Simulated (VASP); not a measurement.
Crystal: As.

```xyz
2
Lattice="1.8808 1.0859 3.5141 -1.8808 1.0859 3.5141 0.0000 -2.1718 3.5141" Properties=species:S:1:pos:R:3 pbc="T T T"
As    0.0000    0.0000    8.1596
As    0.0000    0.0000    2.3825
```

```yaml
Program: VASP 6.6.1
Task: relaxation of cell and atoms
Functional: LDA
Potentials_or_basis: VASP PAW LDA potentials, release 64 (As)
Cutoff: 600 eV
k_mesh: 8 × 8 × 8
Occupations: methfessel-paxton, width 0.1 eV
Spin: no spin polarisation
```

At the start: pressure -0.9 GPa; volume 21.53 Å³/atom.

**Question.** How do energy, volume and symmetry change on relaxing?

**Answer.** Over 13 steps the energy falls by 13.6 meV/atom and the volume is 20.44 Å³/atom (-5.0 %); space group R-3m (No. 166, to 0.05 Å).

Step by step:
| step | energy change (eV) | largest force (eV/Å) | pressure (GPa) | volume (Å³) |
| --- | --- | --- | --- | --- |
| 1 | 0.0000 | 0.3203 | -0.93 | 43.06 |
| 2 | -0.0119 | 0.1870 | -0.38 | 42.29 |
| 3 | -0.0178 | 0.0513 | 1.03 | 40.69 |
| 4 | -0.0191 | 0.0490 | 0.48 | 41.21 |
| 5 | -0.0224 | 0.0800 | -0.61 | 41.45 |
| 6 | -0.0224 | 0.0964 | -0.72 | 41.47 |
| 7 | -0.0252 | 0.0832 | -0.40 | 41.22 |
| 8 | -0.0252 | 0.0372 | 0.40 | 40.54 |
| 9 | -0.0271 | 0.0404 | -0.07 | 40.92 |
| 10 | -0.0272 | 0.0240 | 0.02 | 40.85 |
| 11 | -0.0272 | 0.0277 | 0.00 | 40.86 |
| 12 | -0.0272 | 0.0114 | 0.03 | 40.88 |
| 13 | -0.0272 | 0.0005 | 0.06 | 40.89 |

Final structure:
```
As
1.0
     1.88601    1.08889    3.31841
    -1.88601    1.08889    3.31841
     0.00000   -2.17777    3.31841
As
2
Cartesian
  0.0000 0.0000 7.6607
  0.0000 0.0000 2.2945
```
